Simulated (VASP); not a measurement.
Here is a VASP 6.6.1 calculation.

The input INCAR:

```
PREC = Accurate ; ENCUT = 520
EDIFF = 1E-6 ; ISMEAR = 0
SIGMA = 0.05 ; LREAL = False
LASPH = True ; NELM = 100
ALGO = Normal ; ISIF = 2
LWAVE = False ; LCHARG = False
GGA = PE ; NBANDS = 46
```

File KPOINTS:

```
Automatic mesh
0
Gamma
  4 4 8
```

The input POSCAR:

```
Zn4HO4
1.0
    5.6098780345      0.0000000000      0.0000000000
    0.0000000000      5.6098780345      0.0000000000
    0.0000000000      0.0000000000      3.2790255992
Zn O H
4 4 1
Direct
    0.1816262562      0.1816262562      0.5000000000
    0.8183737438      0.8183737438      0.5000000000
    0.6816262562      0.3183737438      0.0000000000
    0.3183737438      0.6816262562      0.0000000000
    0.8184651117      0.1815348883      0.5000000000
    0.1815348883      0.8184651117      0.5000000000
    0.6815348883      0.6815348883      0.0000000000
    0.3184651117      0.3184651117      0.0000000000
    0.9999176225     -0.0566262562      0.5000000000
```

Potentials or basis: VASP PAW PBE potentials, release 64 (Zn, O, H).

The run is started by

```console
$ cat potpaw_PBE.64/Zn/POTCAR potpaw_PBE.64/O/POTCAR potpaw_PBE.64/H/POTCAR > POTCAR
$ mpirun -np 1 vasp_std > vasp.out
```

Q: Estimate the band gap on the k mesh.

A: Zero (an odd number of electrons rules out a gap without spin polarisation).

Q: Predict the largest force.

A: 10.459 eV/Å.

Q: Predict the pressure.

A: 15.7 GPa.

Forces in eV/Å, atoms in the order of the input:
```
Zn   1.396  2.380  0.000
Zn  -8.846 -5.581  0.000
Zn  -0.164  0.111  0.000
Zn   0.508 -0.579  0.000
O   -0.105  0.305  0.000
O    0.818 -0.277  0.000
O   -0.122 -0.019  0.000
O   -0.068 -0.017  0.000
H    6.584  3.677  0.000
```

Caveat: an odd number of electrons without spin polarisation forces a metal; a magnetic or distorted state may lie lower.
